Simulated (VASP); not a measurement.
# SnO in VASP: single point with PBEsol

Aim: the single point of SnO with PBEsol.

Everything below comes from runs of VASP 6.6.1. Logs are shortened: lines on timing, memory, paths and dates and some standing lists are left out, and cuts for length are marked.

## (1) The cell of the first run

The typed cell holds 8 atoms: a = 3.798 Å, b = 7.585 Å, c = 4.725 Å, α = 90.00°, β = 90.00°, γ = 90.00°.

## (2) Single point, PBEsol

Input file INCAR:

```
  PREC = Accurate
  ENCUT = 520
  EDIFF = 1E-6
  ISMEAR = -1
  SIGMA = 0.05
  LREAL = False
  LASPH = True
  NELM = 60
  ALGO = Normal
  ISIF = 2
  LWAVE = False
  LCHARG = False
  GGA = PS
  NBANDS = 50
```

Input file KPOINTS:

```
Automatic mesh
0
Gamma
  4 2 4
```

Input file POSCAR:

```
SnO
1.0
    3.7980954678      0.0000091714     -0.0000585185
    0.0000378085      7.5846431977     -0.0000054670
   -0.0000939416     -0.0000043410      4.7248479881
Sn O
4 4
Direct
    0.0083649466      0.2581947840      0.2464515338
    0.5083456994      0.0081950547      0.7556254617
    0.0083624456      0.7581947175      0.2464521536
    0.5083502115      0.5081950938      0.7556254932
    0.5083512475      0.2581937720      0.0013299805
    0.0083564984      0.0081934772      0.0007469840
    0.5083516373      0.7581936708      0.0013303331
    0.0083562662      0.5081939739      0.0007473955
```

Potentials or basis: VASP PAW PBE potentials, release 64 (Sn_d, O).

Run with:

```
$ cat potpaw_PBE.64/Sn_d/POTCAR potpaw_PBE.64/O/POTCAR > POTCAR
$ mpirun -np 1 vasp_std > vasp.out
```

OUTCAR:

```text
PREC = Accurate
   ENCUT = 520
   EDIFF = 1E-6
   ISMEAR = -1
   LREAL = False
   LASPH = True
   NELM = 60
   ISIF = 2
   GGA = PS

 ion  position               nearest neighbor table
   1  0.008  0.258  0.246-   8 2.22   6 2.22   5 2.22   5 2.22   4 3.55   2 3.55   2 3.55   4 3.55
                             2 3.60   4 3.60   4 3.60   2 3.60
   2  0.508  0.008  0.756-   5 2.22   7 2.22   6 2.22   6 2.22   3 3.55   1 3.55   1 3.55   3 3.55
                             1 3.60   3 3.60   3 3.60   1 3.60
   3  0.008  0.758  0.246-   6 2.22   8 2.22   7 2.22   7 2.22   4 3.55   2 3.55   4 3.55   2 3.55
                             4 3.60   2 3.60   2 3.60   4 3.60
   4  0.508  0.508  0.756-   7 2.22   5 2.22   8 2.22   8 2.22   1 3.55   3 3.55   3 3.55   1 3.55
                             3 3.60   1 3.60   1 3.60   3 3.60
   5  0.508  0.258  0.001-   2 2.22   4 2.22   1 2.22   1 2.22
   6  0.008  0.008  0.001-   3 2.22   1 2.22   2 2.22   2 2.22
   7  0.508  0.758  0.001-   4 2.22   2 2.22   3 2.22   3 2.22
   8  0.008  0.508  0.001-   1 2.22   3 2.22   4 2.22   4 2.22
[... 9 lines left out ...]
 A1 = (   3.7980954678,   0.0000091714,  -0.0000585185)
 A2 = (   0.0000378085,   7.5846431977,  -0.0000054670)
 A3 = (  -0.0000939416,  -0.0000043410,   4.7248479881)

Analysis of symmetry for initial positions (statically):
=====================================================================
 Subroutine PRICEL returns following result:

  LATTYP: Found a simple monoclinic cell.
 ALAT       =     4.7248479890
 B/A-ratio  =     0.8026336746
 C/A-ratio  =     1.2830148378
 COS(beta)  =    -0.7793921026

  Lattice vectors:

 A1 = (  -0.0000939416,  -0.0000043410,   4.7248479881)
 A2 = (   0.0000284033,   3.7923221033,  -0.0000027336)
 A3 = (  -3.7980015262,  -0.0000048304,  -4.7247894696)

   2 primitive cells build up your supercell.

 Routine SETGRP: Setting up the symmetry group for a
 simple monoclinic supercell.

 Subroutine GETGRP returns: Found  4 space group operations
 (whereof  1 operations were pure point group operations)
 out of a pool of  4 trial point group operations.

The static configuration has the point symmetry C_1 .
 The point group associated with its full space group is C_2h.

Analysis of symmetry for dynamics (positions and initial velocities):
=====================================================================
 Subroutine PRICEL returns following result:

  LATTYP: Found a simple monoclinic cell.
 ALAT       =     4.7248479890
 B/A-ratio  =     0.8026336746
 C/A-ratio  =     1.2830148378
[... 122 lines left out ...]
   NFREE  =      0    steps in history (QN), initial steepest desc. (CG)
   ISIF   =      2    stress and relaxation
   ISYM   =      2    0-nonsym 1-usesym 2-fastsym
   POTIM  = 0.5000    time-step for ionic-motion
   TEBEG  =    0.0;   TEEND  =   0.0 temperature during run
   PSTRESS=    0.0 pullay stress
   NELECT =      80.0000    total number of electrons
   NUPDOWN=      -1.0000    fix difference up-down
   EMIN   =  10.00;   EMAX   =-10.00  energy-range for DOS
   EFERMI =   0.00;   METHOD = LEGACY
   ISMEAR =    -1;   SIGMA  =   0.05  broadening in eV -4-tet -1-fermi 0-gaus
   EFERMI_NEDOS =   21; number of points for ismear=-14 and -15
   IALGO  =     38    algorithm
   IMIX   =      4    mixing-type and parameters
     AMIX     =   0.40;   BMIX     =  1.00
     AMIX_MAG =   1.60;   BMIX_MAG =  1.00
  volume/ion in A,a.u.               =      17.01       114.81
  Fermi-wavevector in a.u.,A,eV,Ry     =   1.371330  2.591437 25.586369  1.880545
  Thomas-Fermi vector in A             =   2.497036
   LORBIT       =      0    0 simple, 1 ext, 2 COOP (PROOUT), +10 PAW based schemes
   GGA     = PS    functional components
   LHFCALC =     F    Hartree Fock is set to
   AEXX    =    0.0000 exact exchange contribution
   IVDW    =     0    specifies the selected vdW correction
   LEPSILON=     F    determine dielectric tensor
   LRPA    =     F    only Hartree local field effects (RPA)
 non-spin polarized calculation
  energy-cutoff  :      520.00
  volume of cell :      136.11
 maximum number of plane-waves:      3680
   NGX = 15   NGY = 29   NGZ = 17

 number of electron      80.0000016 magnetization

 Free energy of the ion-electron system (eV)
  ---------------------------------------------------
  ext. energy  EPLUGINS =         0.00000000
  ---------------------------------------------------
  free energy    TOTEN  =       -48.42056316 eV

  energy without entropy =      -48.41574347  energy(sigma->0) =      -48.41815331

 E-fermi :   7.1724     XC(G=0): -10.6605

 val. band max:        6.8388857623   @ k =   0.0000   0.5000   0.0000
 cond. band min:       7.1739992829   @ k =   0.5000   0.0000   0.0000
 fundamental gap:      0.3351135206
 Fermi energy:         7.1724233980

 k-point     1 :       0.0000    0.0000    0.0000
  band No.  band energies     occupation
      1     -14.6000      2.00000
      2     -14.4674      2.00000
      3     -14.4674      2.00000
      4     -14.1600      2.00000
      5     -14.1599      2.00000
      6     -14.1475      2.00000
[... 1049 lines left out ...]
     49      14.0249      0.00000
     50      14.0251      0.00000

------------------------ aborting loop because EDIFF is reached ----------------------------------------

  FORCE on cell =-STRESS in cart. coord.  units (eV):
  Direction    XX          YY          ZZ          XY          YZ          ZX
  --------------------------------------------------------------------------------------
  -------------------------------------------------------------------------------------
  Total        0.1849923      0.2010132      0.2250431      0.0000014     -0.0000003      0.0008816
  in kB        2.1775860      2.3661722      2.6490337      0.0000170     -0.0000041      0.0103777
  external PRESSURE =       2.3975973 kB  Pullay stress =       0.0000000 kB

 VOLUME and BASIS-vectors are now :
 -----------------------------------------------------------------------------
  energy-cutoff  :      520.00
  volume of cell :      136.11
      direct lattice vectors                 reciprocal lattice vectors
     3.798095468  0.000009171 -0.000058518     0.263289854 -0.000001312  0.000005235
     0.000037809  7.584643198 -0.000005467    -0.000000318  0.131845358  0.000000121
    -0.000093942 -0.000004341  4.724847988     0.000003261  0.000000153  0.211647021

 POSITION                                       TOTAL-FORCE (eV/Angst)
 -----------------------------------------------------------------------------------
      0.03176      1.95831      1.16444        -0.000027     -0.000000      0.085844
      1.93067      0.06216      3.57019         0.000027      0.000000     -0.085844
      0.03177      5.75064      1.16444        -0.000027     -0.000000      0.085844
      1.93071      3.85448      3.57018         0.000027      0.000000     -0.085844
      1.93078      1.95831      0.00625         0.000051      0.000000      0.000024
      0.03174      0.06214      0.00353        -0.000051     -0.000000     -0.000024
      1.93080      5.75063      0.00625         0.000051      0.000000      0.000024
      0.03176      3.85447      0.00353        -0.000051     -0.000000     -0.000024
 -----------------------------------------------------------------------------------
    total drift:                               -0.027120      0.030576      0.009470

  FREE ENERGIE OF THE ION-ELECTRON SYSTEM (eV)
  ---------------------------------------------------
  free  energy   TOTEN  =       -48.4205631599 eV

  energy  without entropy=      -48.4157434697  energy(sigma->0) =      -48.41815331
```

It took 2.1 min on 1 thread of Intel Xeon Platinum 8259CL at 2.50GHz (Skylake/Cascade Lake), shared host; peak memory 0.27 GiB.

Results:

```yaml
Free_energy: -48.4206 eV
Pressure: 0.2 GPa
Largest_force: 0.086 eV/Å
Band_gap_on_the_k_mesh: zero (bands 40 and 41 overlap by 0.19 eV)
```

Forces in eV/Å, atoms in the order of the input:
```
Sn   0.000  0.000  0.086
Sn   0.000  0.000 -0.086
Sn   0.000  0.000  0.086
Sn   0.000  0.000 -0.086
O    0.000  0.000  0.000
O    0.000  0.000  0.000
O    0.000  0.000  0.000
O    0.000  0.000  0.000
```

Levels at points of the mesh, in eV from the Fermi level:
| k point | band 37 | band 38 | band 39 | band 40 | band 41 | band 42 | band 43 | band 44 |
| --- | --- | --- | --- | --- | --- | --- | --- | --- |
| (0.00, 0.00, 0.00) | -3.01 | -2.66 | -2.66 | 0.19 | 2.36 | 3.45 | 3.45 | 4.67 |
| (0.50, 0.00, 0.00) | -2.34 | -2.34 | -1.74 | -1.74 | 0.00 | 0.00 | 3.46 | 3.46 |
| (0.00, 0.50, 0.00) | -3.45 | -3.45 | -0.33 | -0.33 | 2.89 | 2.89 | 3.69 | 3.69 |
| (0.50, 0.50, 0.00) | -2.32 | -2.32 | -2.32 | -2.32 | 1.99 | 1.99 | 1.99 | 1.99 |
| (0.00, 0.00, 0.50) | -2.76 | -2.08 | -1.59 | -1.59 | 1.81 | 2.85 | 2.85 | 2.88 |
| (0.50, 0.00, 0.50) | -2.34 | -2.34 | -1.60 | -1.59 | 2.40 | 2.40 | 2.84 | 2.84 |
| (0.00, 0.50, 0.50) | -1.92 | -1.92 | -1.31 | -1.31 | 1.41 | 1.41 | 3.04 | 3.04 |
| (0.50, 0.50, 0.50) | -2.02 | -2.02 | -2.02 | -2.02 | 2.96 | 2.96 | 2.96 | 2.96 |

Caveat: the k points lie up to 0.41 Å⁻¹ apart; semilocal functionals underestimate gaps, so a narrow gap can read as zero; the PAW data sets were made with another functional, which shifts forces and pressure a little; spin-orbit coupling is left out, which moves the levels of the heavy elements.
